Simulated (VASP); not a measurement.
Input of a VASP 6.6.1 run:

INCAR

```
  PREC = Accurate
  ENCUT = 520
  EDIFF = 1E-8
  ISMEAR = 0
  SIGMA = 0.01
  LREAL = F
  LASPH = T
  NELM = 60
  ALGO = Normal
  ISIF = 2
  LWAVE = F
  LCHARG = F
  GGA = PS
  NBANDS = 11
  IBRION = 8
  NSW = 1
  LEPSILON = T
```

Contents of KPOINTS:

```
regular mesh
0
Gamma
  14 14 14
```

The input POSCAR:

```
BN
1.0
    0.0000000000      2.6316573527      2.1218159422
    1.2373447695      0.0000000000      2.1218159422
    1.2373447695      2.6316573527      0.0000000000
B N
1 1
Direct
    0.0006354131      0.0006354131      0.9993645869
    0.6660645769      0.6660645769      0.3339354231
```

Potentials or basis: VASP PAW PBE potentials, release 64 (B, N).

Command:

```sh
$ cat potpaw_PBE.64/B/POTCAR potpaw_PBE.64/N/POTCAR > POTCAR
$ mpirun -np 1 vasp_std > vasp.out
```

Estimate the electronic dielectric tensor (diagonal).

5.59, 4.03, 5.69.

Predict the Born charges (mean of the diagonal).

B +2.19; N -2.19 e.

What does it give for the highest phonon frequency at Γ, LO-TO splitting left out?

1454 cm⁻¹.

Born effective charge tensors (e):
atom 1, B
```
2.66 0.00 0.00
0.00 1.28 0.00
0.00 0.00 2.64
```
atom 2, N
```
-2.66  0.00  0.00
 0.00 -1.28  0.00
 0.00  0.00 -2.64
```

Caveat: the cell stands under pressure or tension, which shifts response properties.
